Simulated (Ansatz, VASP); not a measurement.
## In2O: VASP beside Ansatz

File INCAR:

```
SYSTEM = In2O
ALGO = Normal ; EDIFF = 1E-6
ENCUT = 520 ; GGA = PE
ISIF = 2 ; ISMEAR = 0
LASPH = .True. ; LCHARG = .True.
LELF = .True. ; LREAL = .False.
LVHAR = .True. ; LWAVE = .False.
NBANDS = 23 ; NELM = 100
PREC = Accurate ; SIGMA = 0.1
```

KPOINTS

```
k-points
0
Gamma
  6 6 6
  0 0 0
```

File POSCAR:

```
In2O
1.0
   -2.0791423999      2.0791423999      3.4100073293
    2.0791423999     -2.0791423999      3.4100073293
    2.0791423999      2.0791423999     -3.4100073293
In O
2 1
Direct
    0.5930000000      0.5930000000      0.0000000000
    0.4070000000      0.4070000000      0.0000000000
    0.0000000000      0.0000000000      0.0000000000
```

Input for Ansatz:

```yaml
crystal:
  lattice:
    - [-2.0791423999, 2.0791423999, 3.4100073293]
    - [2.0791423999, -2.0791423999, 3.4100073293]
    - [2.0791423999, 2.0791423999, -3.4100073293]
  atoms:
    - { symbol: In, position: [0.593, 0.593, 0.0] }
    - { symbol: In, position: [0.407, 0.407, 0.0] }
    - { symbol: O, position: [0.0, 0.0, 0.0] }
basis:
  ecutwfc: 420
kpoints:
  mp_grid: { grid: [6, 6, 6] }
hamiltonian:
  xc: pbe
scf:
  occupations: { method: gaussian, width: 0.1 }
  lower_state_search: "off"
output:
  forces: true
  stress: true
  eigenvalues: true
```

Alike in both runs: task single point; functional PBE; k mesh 6 × 6 × 6; occupations gaussian, width 0.1 eV; no spin polarisation.

|  | VASP | Ansatz |
| --- | --- | --- |
| version | VASP 6.6.1 | Ansatz 0.2.0 |
| potentials or method | VASP PAW PBE potentials, release 64 (In_d, O), cutoff 520 eV | scalar-relativistic, plane waves, PAW |
| valence electrons in the cell | 32 | 32 |

Ansatz gave:

| Item | Value |
| --- | --- |
| gap on the k mesh at the Fermi level (eV) | none |
| rms of the force components (eV/Å) | 122.844 |

Question: Which values does VASP return?

Answer: gap on the k mesh at the Fermi level (eV): none; rms of the force components (eV/Å): 26.795.

Atom by atom the forces differ by 96.049 eV/Å (rms over components). A gap of «none» marks a metal or a gap that the smearing closes.
